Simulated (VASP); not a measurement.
AlN:

```
Al N
1.0
     3.13025    0.00000    0.00000
    -1.56512    2.71087    0.00000
     0.00000    0.00000    5.01799
Al N
2 2
Direct
  0.33333 0.66667 0.99923
  0.66667 0.33333 0.49923
  0.33333 0.66667 0.38077
  0.66667 0.33333 0.88077
```

```yaml
Program: VASP 6.6.1
Task: relaxation of cell and atoms
Functional: r2SCAN
Potentials_or_basis: VASP PAW PBE potentials, release 64 (Al, N)
Cutoff: 600 eV
k_mesh: 12 × 12 × 6
Occupations: fermi-dirac, width 0.02 eV
Spin: no spin polarisation
```

At the start: pressure -5.0 GPa; volume 10.65 Å³/atom.

Q: Where does the relaxation end?

A: Over 7 steps the energy falls by 4.0 meV/atom and the volume is 10.39 Å³/atom (-2.4 %); space group P6_3mc (No. 186, to 0.1 Å) before and after.

The path:
| step | energy change (eV) | largest force (eV/Å) | pressure (GPa) | volume (Å³) |
| --- | --- | --- | --- | --- |
| 1 | 0.0000 | 0.0068 | -4.96 | 42.58 |
| 2 | -0.0002 | 0.0110 | 5.26 | 40.58 |
| 3 | -0.0161 | 0.0023 | -0.08 | 41.57 |
| 4 | -0.0161 | 0.0025 | 0.03 | 41.55 |
| 5 | -0.0161 | 0.0075 | 0.03 | 41.54 |
| 6 | -0.0161 | 0.0077 | 0.03 | 41.54 |
| 7 | -0.0161 | 0.0003 | -0.02 | 41.55 |

Final structure:
```
Al N
1.0
     3.10533    0.00000    0.00000
    -1.55266    2.68929    0.00000
     0.00000    0.00000    4.97590
Al N
2 2
Cartesian
  0.0000 1.7929 4.9717
  1.5527 0.8964 2.4838
  0.0000 1.7929 1.8950
  1.5527 0.8964 4.3829
```

Caveat: the PAW data sets were made with another functional, which shifts forces and pressure a little.
